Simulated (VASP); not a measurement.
A run of VASP 6.6.1:

INCAR

```
ALGO = Normal ; EDIFF = 1E-6
ENCUT = 520 ; GGA = PE
ISIF = 2 ; ISMEAR = 0
LASPH = T ; LCHARG = F
LREAL = F ; LWAVE = F
NBANDS = 24 ; NELM = 60
PREC = Accurate ; SIGMA = 0.05
```

KPOINTS

```
k-points
0
Gamma
  8 8 12
```

File POSCAR:

```
ZrC
1.0
    4.1577178470      0.0000000000      0.0000000000
    0.0000000000      4.2425692316      0.0000000000
    0.0000000000      0.0000000000      3.1123587551
Zr C
2 2
Direct
    0.5000000000      0.0000000000      0.2282707802
    0.0000000000      0.5000000000      0.7717292198
    0.0000000000      0.0000000000      0.0000000000
    0.5000000000      0.5000000000      0.0000000000
```

Potentials or basis: VASP PAW PBE potentials, release 64 (Zr_sv, C).

Run with:

```console
$ cat potpaw_PBE.64/Zr_sv/POTCAR potpaw_PBE.64/C/POTCAR > POTCAR
$ mpirun -np 1 vasp_std > vasp.out
```

Hardware: 1 thread of AMD EPYC 9R45 96-Core Processor (Zen 5), on a shared host.

**Question.** How long does it take, and how much memory?

**Answer.** It took 90 s on 1 thread of AMD EPYC 9R45 96-Core Processor (Zen 5), on a shared host, peak memory 0.28 GiB. Counts: scf iterations 13, k points 175.
